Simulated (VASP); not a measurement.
Set up this calculation in VASP 6.6.1, as the native input.

```
Task                   : single point
Functional             : PBE
Potentials or basis    : VASP PAW PBE potentials, release 64 (Ba_sv, Ti_sv, O)
Cutoff                 : 520 eV
k mesh                 : 8 × 8 × 8
Occupations            : gaussian, width 0.05 eV
Spin                   : collinear spin
Starting moments       : [0.0, 1.0, 0.0, 0.0, 0.0] μB
Dipole correction      : no
Further INCAR settings : ALGO = Normal; EDIFF = 1e-07; NBANDS = 32
```

The structure of BaTiO3 lies in POSCAR:

```
BaTiO3
1.0
    4.0060000000      0.0000000000      0.0000000000
    0.0000000000      4.0060000000      0.0000000000
    0.0000000000      0.0000000000      4.0060000000
Ba Ti O
1 1 3
Direct
    0.5000000000      0.5000000000      0.5000000000
    0.0000000000      0.0000000000      0.0000000000
    0.5000000000      0.0000000000      0.0000000000
    0.0000000000      0.5000000000      0.0000000000
    0.0000000000      0.0000000000      0.5000000000
```

The input as run:

INCAR

```
ALGO = Normal ; EDIFF = 1E-7
ENCUT = 520 ; GGA = PE
ISIF = 2 ; ISMEAR = 0
ISPIN = 2 ; LASPH = T
LCHARG = F ; LMAXMIX = 4
LORBIT = 11 ; LREAL = F
LWAVE = F ; MAGMOM = 0 1 0 0 0
NBANDS = 32 ; NELM = 150
PREC = Accurate ; SIGMA = 0.05
```

KPOINTS

```
k-points
0
Gamma
  8 8 8
```

Potentials or basis: VASP PAW PBE potentials, release 64 (Ba_sv, Ti_sv, O).

Command:

```console
$ cat potpaw_PBE.64/Ba_sv/POTCAR potpaw_PBE.64/Ti_sv/POTCAR potpaw_PBE.64/O/POTCAR > POTCAR
$ mpirun -np 1 vasp_std > vasp.out
```

Results of the run:

The pressure is 3.4 GPa. The band gap on the k mesh is 1.74 eV (least direct gap 1.89 eV). The net moment is 0.00 μB per cell and the valence electrons inside the program's atomic spheres are Ba 7.99; Ti 10.17; O 5.03.

Caveat: the cell stands under pressure; spin-orbit coupling is left out, which moves the levels of the heavy elements.

It took 4 min on 1 thread of Intel Xeon 8259CL, with other jobs on the host, peak memory 0.27 GiB.
